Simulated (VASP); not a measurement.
Here is a VASP 6.6.1 calculation.

INCAR

```
PREC = Accurate
ENCUT = 500
EDIFF = 1E-6
ISMEAR = 0
SIGMA = 0.01
LREAL = False
LASPH = True
NELM = 120
ALGO = Normal
ISIF = 2
LWAVE = False
LCHARG = False
GGA = PE
IVDW = 12
NBANDS = 16
GGA_COMPAT = False
```

File KPOINTS:

```
Automatic mesh
0
Gamma
  6 6 6
```

The input POSCAR:

```
ZnS
1.0
    0.0000000000      2.7020000000      2.7020000000
    2.7020000000      0.0000000000      2.7020000000
    2.7020000000      2.7020000000      0.0000000000
Zn S
1 1
Direct
    0.2500000000      0.2500000000      0.2500000000
    0.0000000000      0.0000000000      0.0000000000
```

Potentials or basis: VASP PAW PBE potentials, release 64 (Zn, S).

The run is started by

```sh
$ cat potpaw_PBE.64/Zn/POTCAR potpaw_PBE.64/S/POTCAR > POTCAR
$ mpirun -np 1 vasp_std > vasp.out
```

**Question.** Estimate the band gap on the k mesh.

**Answer.** 2.11 eV, direct.

**Question.** Estimate the pressure.

**Answer.** -1.0 GPa.

**Question.** What does it give for the dispersion energy per atom?

**Answer.** -0.308 eV.

**The experiment to reproduce.**

From “Electronic, vibrational, and thermodynamic properties of ZnS (zincblende and rocksalt structure)”, 2009, arxiv:0911.5022, for a bulk crystal of ZnS at 19 K: band gap 3.85 eV (direct).

Against the measured gap of ZnS, 3.85 eV (direct; 19 K; quoted in “Electronic, vibrational, and thermodynamic properties of ZnS (zincblende and rocksalt structure)”, 2009, arxiv:0911.5022), the calculated 2.11 eV is off by -1.74 eV. The value is that of PBE+D3(BJ), without temperature or zero-point motion. Semilocal functionals fall short of measured gaps as a rule.
